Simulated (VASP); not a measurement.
Runs of VASP 6.6.1 on Ta2N. The structure is that of space group P-3m1 (No. 164), or close to it. The cells are those of the table. 

```tsv
task	cell	k mesh	cutoff (eV)	gap on the mesh (eV)	pressure (GPa)	largest force (eV/Å)
single point	a = 3.137, b = 3.137, c = 4.915 Å, angles 90.0, 90.0, 120.0°, 3 atoms	18 × 18 × 10	520	none	-7.0	(b)
single point	a = 3.030, b = 3.030, c = 4.806 Å, angles 90.0, 90.0, 120.0°, 3 atoms	18 × 18 × 10	520	none	19.8	0.06
single point	a = 3.043, b = 3.043, c = 5.198 Å, angles 90.0, 90.0, 120.0°, 3 atoms	15 × 15 × 8	520	none	-3.2	(a)
relaxation of shape and atoms at fixed volume	relaxed from a = 3.167, b = 3.167, c = 4.962 Å, angles 90.0, 90.0, 120.0°, 3 atoms	18 × 18 × 10	600	none	-13.5	-
single point	a = 3.036, b = 3.036, c = 4.823 Å, angles 90.0, 90.0, 120.0°, 3 atoms	15 × 15 × 10	520	none	16.3	0.65
single point	a = 3.066, b = 3.066, c = 4.845 Å, angles 90.0, 90.0, 120.0°, 3 atoms	18 × 18 × 10	520	none	9.3	0.05
single point	a = 3.113, b = 3.113, c = 4.870 Å, angles 90.0, 90.0, 120.0°, 3 atoms	15 × 15 × 8	520	none	(c)	3.61
single point	a = 2.958, b = 2.958, c = 4.920 Å, angles 90.0, 90.0, 120.0°, 3 atoms	15 × 15 × 10	520	none	28.4	0.19
```

Alike in all rows: level PBE; potentials or basis VASP PAW PBE potentials, release 64 (Ta_pv, N); no spin polarisation; smearing gaussian 0.1 eV.

Q: Fill in the values left out.

A: (a) 1.38; (b) 0.04; (c) -0.4.

Caveats: spin-orbit coupling is left out, which moves the levels of the heavy elements; forces of over 1 eV/Å act on the atoms, so gaps and moduli don't describe the material at rest (some runs).

A k mesh can miss the band edges, and the runs leave out spin-orbit coupling on Ta.

A gap of «none» marks levels without a gap at the run's occupations.
